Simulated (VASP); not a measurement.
Si16C (a cell with a defect), 17 atoms in the cell. The cell holds a defect, 17 atoms: a = 7.679 Å, b = 7.679 Å, c = 7.679 Å, α = 60.00°, β = 60.00°, γ = 60.00°. 

```yaml
Program: VASP 6.6.1
Task: single point
Functional: r2SCAN
Potentials_or_basis: VASP PAW PBE potentials, release 64 (Si, C)
Cutoff: 520 eV
k_mesh: 2 × 2 × 2
Occupations: fermi-dirac, width 0.05 eV
Spin: collinear spin, zero start
Starting_moments: "[0.0, 0.0, 0.0, 0.0, 0.0, 0.0, 0.0, 0.0, 0.0, 0.0, 0.0, 0.0, 0.0, 0.0, 0.0, 0.0, 0.0] μB"
Dipole_correction: no
Further_INCAR_settings: LREAL = Auto; ALGO = Normal; EDIFF = 1e-06; NBANDS = 52
```

Potentials or basis: VASP PAW PBE potentials, release 64 (Si, C).

Launch:

```bash
$ cat potpaw_PBE.64/Si/POTCAR potpaw_PBE.64/C/POTCAR > POTCAR
$ cp INCAR.step1 INCAR
$ mpirun -np 1 vasp_std > vasp.out
$ cp INCAR.step2 INCAR
$ mpirun -np 1 vasp_std > vasp.out
```

Hardware: 1 thread of AMD EPYC 9R45 96-Core Processor (Zen 5) (shared host).

Problem. How long does it take, and how much memory?

Solution. Run time: 13 min on 1 thread of AMD EPYC 9R45 96-Core Processor (Zen 5), with other jobs on the host, peak memory 0.79 GiB. Counts: k points 8.
